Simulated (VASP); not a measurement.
# Au (Fm-3m) in VASP: further runs, part 2 of 2

VASP 6.6.1. The steps go on from the part before.

## Step 4: Single point, PBEsol

This run uses another cell than the first one, of 15.57 Å³/atom.

File INCAR:

```
PREC = Accurate ; ENCUT = 500
EDIFF = 1E-6 ; ISMEAR = -1
SIGMA = 0.05 ; LREAL = F
LASPH = T ; NELM = 120
ALGO = Normal ; ISIF = 2
LWAVE = F ; LCHARG = T
GGA = PS ; LELF = T
LVHAR = T ; NBANDS = 12
GGA_COMPAT = F
```

File KPOINTS:

```
Automatic mesh
0
Gamma
  9 9 9
```

File POSCAR:

```
Au
1.0
    0.0000000000      1.9818614499      1.9818614499
    1.9818614499      0.0000000000      1.9818614499
    1.9818614499      1.9818614499      0.0000000000
Au
1
Direct
    0.0000000000      0.0000000000      0.0000000000
```

Potentials or basis: VASP PAW PBE potentials, release 64 (Au).

On the command line:

```
$ cat potpaw_PBE.64/Au/POTCAR > POTCAR
$ mpirun -np 1 vasp_std > vasp.out
```

OUTCAR:

```text
PREC = Accurate
   ENCUT = 500
   EDIFF = 1E-6
   ISMEAR = -1
   LREAL = F
   LASPH = T
   NELM = 120
   ISIF = 2
   GGA = PS

 ion  position               nearest neighbor table
   1  0.000  0.000  0.000-

  LATTYP: Found a face centered cubic cell.
 ALAT       =     3.9637228998

  Lattice vectors:

 A1 = (   0.0000000000,   1.9818614499,   1.9818614499)
 A2 = (   1.9818614499,   0.0000000000,   1.9818614499)
 A3 = (   1.9818614499,   1.9818614499,   0.0000000000)

Analysis of symmetry for initial positions (statically):
=====================================================================
 Subroutine PRICEL returns:
 Original cell was already a primitive cell.

 Routine SETGRP: Setting up the symmetry group for a
 face centered cubic supercell.

 Subroutine GETGRP returns: Found 48 space group operations
 (whereof 48 operations were pure point group operations)
 out of a pool of 48 trial point group operations.

The static configuration has the point symmetry O_h .

Analysis of symmetry for dynamics (positions and initial velocities):
=====================================================================
 Subroutine PRICEL returns:
 Original cell was already a primitive cell.

 Routine SETGRP: Setting up the symmetry group for a
 face centered cubic supercell.

 Subroutine GETGRP returns: Found 48 space group operations
 (whereof 48 operations were pure point group operations)
 out of a pool of 48 trial point group operations.

The dynamic configuration has the point symmetry O_h .

 Subroutine INISYM returns: Found 48 space group operations
 (whereof 48 operations are pure point group operations),
 and found     1 'primitive' translations

----------------------------------------------------------------------------------------

                                     Primitive cell

  volume of cell :      15.5686

  direct lattice vectors                    reciprocal lattice vectors
[... 110 lines left out ...]
   GGA     = PS    functional components
   LHFCALC =     F    Hartree Fock is set to
   AEXX    =    0.0000 exact exchange contribution
   IVDW    =     0    specifies the selected vdW correction
   LEPSILON=     F    determine dielectric tensor
   LRPA    =     F    only Hartree local field effects (RPA)
 non-spin polarized calculation
  energy-cutoff  :      500.00
  volume of cell :       15.57
 maximum number of plane-waves:       411
   NGX = 11   NGY = 11   NGZ = 11

 number of electron      11.0000003 magnetization

 Free energy of the ion-electron system (eV)
  ---------------------------------------------------
  ext. energy  EPLUGINS =         0.00000000
  ---------------------------------------------------
  free energy    TOTEN  =        -3.86855137 eV

  energy without entropy =       -3.86742839  energy(sigma->0) =       -3.86798988

 E-fermi :  10.6335     XC(G=0): -13.4243

 val. band max:       10.4433037246   @ k =   0.4444   0.3333   0.0000
 cond. band min:      10.6561069708   @ k =   0.4444   0.4444   0.0000
 fundamental gap:      0.2128032462
 Fermi energy:        10.6334930047

 k-point     1 :       0.0000    0.0000    0.0000
  band No.  band energies     occupation
      1      -0.0566      2.00000
      2       5.6722      2.00000
      3       5.6722      2.00000
      4       5.6722      2.00000
      5       7.4629      2.00000
      6       7.4629      2.00000
      7      25.2034      0.00000
      8      29.7184      0.00000
      9      29.7184      0.00000
     10      29.7184      0.00000
     11      34.8880      0.00000
     12      40.6616      0.00000
[... 331 lines left out ...]
 k-point    24 :       0.4444    0.4444    0.0000
  band No.  band energies     occupation
      1       2.9476      2.00000
      2       3.3276      2.00000
      3       8.7829      2.00000
      4       9.0848      2.00000
      5       9.0848      2.00000
      6      10.6561      0.77764
      7      18.5566      0.00000
      8      21.4168      0.00000
      9      21.4168      0.00000
     10      28.9037      0.00000
     11      31.7858      0.00000
     12      39.1732      0.00000

 [... further k-points ...]

------------------------ aborting loop because EDIFF is reached ----------------------------------------

  FORCE on cell =-STRESS in cart. coord.  units (eV):
  Direction    XX          YY          ZZ          XY          YZ          ZX
  --------------------------------------------------------------------------------------
  -------------------------------------------------------------------------------------
  Total        1.9115466      1.9115466      1.9115466     -0.0000000     -0.0000000      0.0000000
  in kB      196.7186825    196.7186825    196.7186825     -0.0000000     -0.0000000      0.0000000
  external PRESSURE =     196.7186825 kB  Pullay stress =       0.0000000 kB

 VOLUME and BASIS-vectors are now :
 -----------------------------------------------------------------------------
  energy-cutoff  :      500.00
  volume of cell :       15.57
      direct lattice vectors                 reciprocal lattice vectors
     0.000000000  1.981861450  1.981861450    -0.252288070  0.252288070  0.252288070
     1.981861450  0.000000000  1.981861450     0.252288070 -0.252288070  0.252288070
     1.981861450  1.981861450  0.000000000     0.252288070  0.252288070 -0.252288070

 POSITION                                       TOTAL-FORCE (eV/Angst)
 -----------------------------------------------------------------------------------
      0.00000      0.00000      0.00000        -0.000000     -0.000000      0.000000
 -----------------------------------------------------------------------------------
    total drift:                                0.000000      0.000000      0.000000

  FREE ENERGIE OF THE ION-ELECTRON SYSTEM (eV)
  ---------------------------------------------------
  free  energy   TOTEN  =        -3.8685513747 eV

  energy  without entropy=       -3.8674283866  energy(sigma->0) =       -3.86798988
```

Run time: 5.8 s. Hardware: 1 thread of Intel Xeon Platinum 8375C at 2.90GHz (Ice Lake), shared host; peak memory 0.12 GiB.

What came out:

```yaml
Free_energy: -3.8686 eV
Pressure: 19.7 GPa
Band_gap_on_the_k_mesh: zero (an odd number of electrons rules out a gap without spin polarisation)
```

Levels at points of the mesh, in eV from the Fermi level:
| k point | band 3 | band 4 | band 5 | band 6 | band 7 | band 8 | band 9 | band 10 |
| --- | --- | --- | --- | --- | --- | --- | --- | --- |
| (0.00, 0.00, 0.00) | -4.96 | -4.96 | -3.17 | -3.17 | 14.57 | 19.08 | 19.08 | 19.08 |

Caveat: the cell stands under pressure; the PAW data sets were made with another functional, which shifts forces and pressure a little; spin-orbit coupling is left out, which moves the levels of the heavy elements.

## Step 5: Summary

```csv
cell,gap on the mesh (eV),pressure (GPa)
"a = 2.746 Å, angles 60.0°, 1 atom",none,39.7
"a = 2.704 Å, angles 60.0°, 1 atom",none,59.7
"a = 2.803 Å, angles 60.0°, 1 atom",none,19.7
```

Alike in all rows: task single point; level PBEsol; potentials or basis VASP PAW PBE potentials, release 64 (Au); no spin polarisation; k mesh 9 × 9 × 9; cutoff (eV) 500; smearing fermi-dirac 0.05 eV.

Caveats: the cell stands under pressure; the PAW data sets were made with another functional, which shifts forces and pressure a little; spin-orbit coupling is left out, which moves the levels of the heavy elements.

Total energies depend on the potentials used, so only differences within one code and one set of settings carry meaning.
